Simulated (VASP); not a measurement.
Here is a VASP 6.6.1 calculation.

Contents of INCAR:

```
SYSTEM = Si
PREC = Accurate
ENCUT = 520
EDIFF = 1E-6
ISMEAR = 0
SIGMA = 0.1
LREAL = .FALSE.
LASPH = .TRUE.
NELM = 100
ALGO = Normal
ISIF = 2
LWAVE = .FALSE.
LCHARG = .FALSE.
LDIPOL = .TRUE.
IDIPOL = 3
DIPOL = 0.5 0.5 0.500
GGA = PE
NBANDS = 11
```

The input KPOINTS:

```
Automatic mesh
0
G
  15 15 1
  0 0 0
```

Contents of POSCAR:

```
Si
1.0
    4.0610000000      0.0000000000      0.0000000000
   -2.0305000000      3.5169291648      0.0000000000
    0.0000000000      0.0000000000     28.0000000000
Si
2
Direct
    0.3333333333      0.6666666667      0.5025535714
    0.6666666667      0.3333333333      0.4974464286
```

Potentials or basis: VASP PAW PBE potentials, release 64 (Si).

Run with:

```sh
$ cat potpaw_PBE.64/Si/POTCAR > POTCAR
$ mpirun -np 1 vasp_std > vasp.out
```

Question: What does it give for the band gap on the k mesh?

Answer: Zero (filled and empty bands touch).

Question: What does it give for the largest force?

Answer: 0.052 eV/Å.

Forces on the atoms (eV/Å):
```
Si   0.000  0.000  0.052
Si   0.000  0.000 -0.052
```
